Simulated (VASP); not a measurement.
Here is a VASP 6.6.1 calculation.

Contents of INCAR:

```
SYSTEM = WS2
ALGO = Normal
EDIFF = 1E-8
ENCUT = 520
GGA = CA
ISIF = 2
ISMEAR = -1
LASPH = .True.
LCHARG = .False.
LEFG = .True.
LREAL = .False.
LWAVE = .False.
NBANDS = 20
NELM = 60
PREC = Accurate
SIGMA = 0.08
```

The input KPOINTS:

```
k-points
0
Gamma
  13 13 13
  0 0 0
```

POSCAR

```
WS2
1.0
    1.5790003843      0.9116362969      6.2249633000
   -1.5790003843      0.9116362969      6.2249633000
    0.0000000000     -1.8232725938      6.2249633000
W S
1 2
Direct
    0.0000000000      0.0000000000      0.0000000000
    0.7503000000      0.7503000000      0.7503000000
    0.5810000000      0.5810000000      0.5810000000
```

Potentials or basis: VASP PAW LDA potentials, release 64 (W_sv, S).

Launch:

```bash
$ cat potpaw_LDA.64/W_sv/POTCAR potpaw_LDA.64/S/POTCAR > POTCAR
$ mpirun -np 1 vasp_std > vasp.out
```

Problem. Predict the largest force.

Solution. 0.810 eV/Å.

Problem. Estimate the pressure.

Solution. -5.0 GPa.

Problem. Estimate the band gap on the k mesh.

Solution. 1.04 eV (least direct gap 2.13 eV).

Forces on the atoms (eV/Å):
```
W    0.000  0.000 -0.573
S    0.000  0.000 -0.237
S    0.000  0.000  0.810
```

Caveat: the cell differs from its parent crystal (zz strain of +1 %); the cell stands under tension; without QUAD_EFG the Cq values of the log hold for a quadrupole moment of 1 mb, not for the nuclei; spin-orbit coupling is left out, which moves the levels of the heavy elements. A k mesh can miss the band edges.
